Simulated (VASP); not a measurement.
A run of VASP 6.6.1 is set up as follows.

The input INCAR:

```
SYSTEM = Te2Mo
PREC = Accurate
ENCUT = 520
EDIFF = 1E-7
ISMEAR = 0
SIGMA = 0.05
LREAL = .False.
LASPH = .True.
NELM = 60
ALGO = Normal
ISIF = 2
LWAVE = .False.
LCHARG = .True.
GGA = PE
LELF = .True.
LVHAR = .True.
NBANDS = 35
```

Contents of KPOINTS:

```
regular mesh
0
Gamma
  12 12 2
  0 0 0
```

The input POSCAR:

```
Te2Mo
1.0
    3.5570664331      0.0000000000      0.0000000000
   -1.7785332165      3.0805098940      0.0000000000
    0.0000000000      0.0000000000     15.2047186580
Te Mo
4 2
Direct
    0.3576799521      0.7153599042      0.6508250721
    0.6666666667      0.3333333333      0.1310943552
    0.3333333333      0.6666666667      0.8689056448
    0.6666666667      0.3333333333      0.3689056448
    0.3333333333      0.6666666667      0.2500000000
    0.6666666667      0.3333333333      0.7500000000
```

Potentials or basis: VASP PAW PBE potentials, release 64 (Te, Mo_sv).

Command:

```sh
$ cat potpaw_PBE.64/Te/POTCAR potpaw_PBE.64/Mo_sv/POTCAR > POTCAR
$ mpirun -np 1 vasp_std > vasp.out
```

**Question.** Predict the largest force.

**Answer.** 5.691 eV/Å.

**Question.** What does it give for the pressure?

**Answer.** 5.7 GPa.

**Question.** Estimate the band gap on the k mesh.

**Answer.** 0.19 eV, indirect (least direct gap 0.44 eV).

Forces in eV/Å, atoms in the order of the input:
```
Te   0.000 -2.145 -5.271
Te   0.000  0.000  0.002
Te   0.000 -0.024  0.635
Te   0.000  0.001  0.032
Mo   0.000  0.000 -0.028
Mo   0.000  2.167  4.631
```

Caveat: the cell differs from its parent crystal (atom 1 (Te) moved by (+0.150, +0.300) A along y and z); spin-orbit coupling is left out, which moves the levels of the heavy elements; this functional lacks dispersion, which binds the layers, so the pressure and a relaxed spacing across them are unreliable; forces of over 1 eV/Å act on the atoms, so gaps and moduli don't describe the material at rest. A k mesh can miss the band edges.
